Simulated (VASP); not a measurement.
Input of a VASP 6.6.1 run:

The input INCAR:

```
SYSTEM = ZnCd2Te3
ALGO = Normal ; EDIFF = 1E-7
ENCUT = 520 ; GGA = PS
ISIF = 2 ; ISMEAR = -1
LASPH = .TRUE. ; LCHARG = .FALSE.
LREAL = .FALSE. ; LWAVE = .FALSE.
NBANDS = 36 ; NELM = 100
PREC = Accurate ; SIGMA = 0.03
```

KPOINTS

```
k-points
0
G
  6 6 2
  0 0 0
```

Contents of POSCAR:

```
ZnCd2Te3
1.0
    4.1876218921      0.0000000000      0.0000000000
   -2.0938109460      3.6265869400      0.0000000000
    0.0000000000      0.0000000000     10.0840868238
Zn Cd Te
1 2 3
Direct
    0.0000000000      0.0000000000      0.0000000000
    0.3333333333      0.6666666667      0.6729074956
    0.6666666667      0.3333333333      0.3270925044
    0.3333333333      0.6666666667      0.1520570064
    0.6666666667      0.3333333333      0.8479429936
    0.0000000000      0.0000000000      0.5000000000
```

Potentials or basis: VASP PAW PBE potentials, release 64 (Zn, Cd, Te).

The run is started by

```bash
$ cat potpaw_PBE.64/Zn/POTCAR potpaw_PBE.64/Cd/POTCAR potpaw_PBE.64/Te/POTCAR > POTCAR
$ mpirun -np 1 vasp_std > vasp.out
```

Problem. What does it give for the pressure?

Solution. 0.2 GPa.

Problem. Predict the largest force.

Solution. 0.013 eV/Å.

Problem. What does it give for the band gap on the k mesh?

Solution. Zero (bands 27 and 28 overlap by 0.96 eV).

Forces on the atoms (eV/Å):
```
Zn   0.000  0.000  0.000
Cd   0.000  0.000 -0.001
Cd   0.000  0.000  0.001
Te   0.000  0.000 -0.013
Te   0.000  0.000  0.013
Te   0.000  0.000  0.000
```

Caveat: the PAW data sets were made with another functional, which shifts forces and pressure a little; spin-orbit coupling is left out, which moves the levels of the heavy elements.
